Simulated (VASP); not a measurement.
Set up this calculation in VASP 6.6.1, as the native input.

* Task: single point
* Functional: LDA
* Potentials or basis: VASP PAW LDA potentials, release 64 (Ir_sv_GW)
* Cutoff: 500 eV
* k mesh: 22 × 22 × 22
* Occupations: gaussian, width 0.15 eV
* Spin: no spin polarisation
* Dipole correction: no
* Second run: valence_matched
* Further INCAR settings: ALGO = Normal; EDIFF = 1e-06; NBANDS = 14

The structure of Ir lies in POSCAR:

```
Ir
1.0
    0.0000000000      1.9549076471      1.9549076471
    1.9549076471      0.0000000000      1.9549076471
    1.9549076471      1.9549076471      0.0000000000
Ir
1
Direct
    0.0000000000      0.0000000000      0.0000000000
```

This cell differs from its parent crystal: volume 14.942 Å^3 an atom, c/a of the conventional cell 1.0000.

One way to write it, as run:

INCAR

```
PREC     = Accurate       # precision mode
ENCUT    = 500            # plane-wave cutoff, eV
EDIFF    = 1E-6           # SCF threshold, eV
ISMEAR   = 0              # smearing method
SIGMA    = 0.15           # smearing width, eV
LREAL    = F              # projectors in reciprocal space
LASPH    = T              # aspherical terms in the spheres
NELM     = 120            # most SCF steps
ALGO     = Normal         # electronic algorithm
ISIF     = 2              # what is computed and relaxed
LWAVE    = F              # write WAVECAR
LCHARG   = F              # write CHGCAR
NBANDS   = 14             # bands
GGA_COMPAT= F
```

KPOINTS

```
Automatic mesh
0
Gamma
  22 22 22
```

Potentials or basis: VASP PAW LDA potentials, release 64 (Ir_sv_GW).

Launch:

```console
$ cat potpaw_LDA.64/Ir_sv_GW/POTCAR > POTCAR
$ mpirun -np 1 vasp_std > vasp.out
```

Results of the run:

```
Pressure : -27.3 GPa
```

Run time: 22 s on 1 thread of Intel(R) Xeon(R) 6975P-C (Granite Rapids), on a shared host, peak memory 0.17 GiB.
